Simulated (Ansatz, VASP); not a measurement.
## Two plane-wave programs on ScAl

File POSCAR:

```
ScAl
1.0
    3.3703489700      0.0000000000      0.0000000000
    0.0000000000      3.3703489700      0.0000000000
    0.0000000000      0.0000000000      3.3703489700
Sc Al
1 1
Direct
    0.5000000000      0.5000000000      0.5000000000
    0.0000000000      0.0000000000      0.0000000000
```

Contents of INCAR.step1:

```
PREC = Accurate
ENCUT = 520
ISMEAR = 0
SIGMA = 0.1
LREAL = False
LASPH = True
NELM = 60
NBANDS = 14
GGA = PE
ALGO = Normal
EDIFF = 1E-4
LWAVE = True
LCHARG = False
```

The input INCAR.step2:

```
PREC = Accurate
ENCUT = 520
EDIFF = 1E-7
ISMEAR = 0
SIGMA = 0.1
LREAL = False
LASPH = True
NELM = 60
ALGO = Normal
ISIF = 2
LWAVE = False
LCHARG = False
METAGGA = R2SCAN
LMIXTAU = True
NBANDS = 14
ISTART = 1
```

Contents of KPOINTS:

```
regular mesh
0
Gamma
  10 10 10
```

Input for Ansatz:

```yaml
crystal:
  lattice:
    - [3.37034897, 0.0, 0.0]
    - [0.0, 3.37034897, 0.0]
    - [0.0, 0.0, 3.37034897]
  atoms:
    - { symbol: Sc, position: [0.5, 0.5, 0.5] }
    - { symbol: Al, position: [0.0, 0.0, 0.0] }
basis:
  ecutwfc: 500
kpoints:
  mp_grid: { grid: [10, 10, 10] }
hamiltonian:
  xc: r2scan
scf:
  occupations: { method: gaussian, width: 0.1 }
output:
  forces: true
  stress: true
  eigenvalues: true
```

Alike in both runs: task single point; functional r2SCAN; k mesh 10 × 10 × 10; occupations gaussian, width 0.1 eV; no spin polarisation.

|  | VASP | Ansatz |
| --- | --- | --- |
| version | VASP 6.6.1 | Ansatz 0.2.0 |
| potentials or method | VASP PAW PBE potentials, release 64 (Sc_sv, Al), cutoff 520 eV | scalar-relativistic, plane waves, PAW |
| valence electrons in the cell | 14 | 14 |

VASP gave:

```
gap on the k mesh at the Fermi level (eV) : none
pressure (GPa)                            : 0.2
```

Question: Which values does Ansatz return?

Answer: gap on the k mesh at the Fermi level (eV): none; pressure (GPa): 0.0.

VASP's potentials were made for PBE, not for r2SCAN. A gap of «none» marks a metal or a gap that the smearing closes.
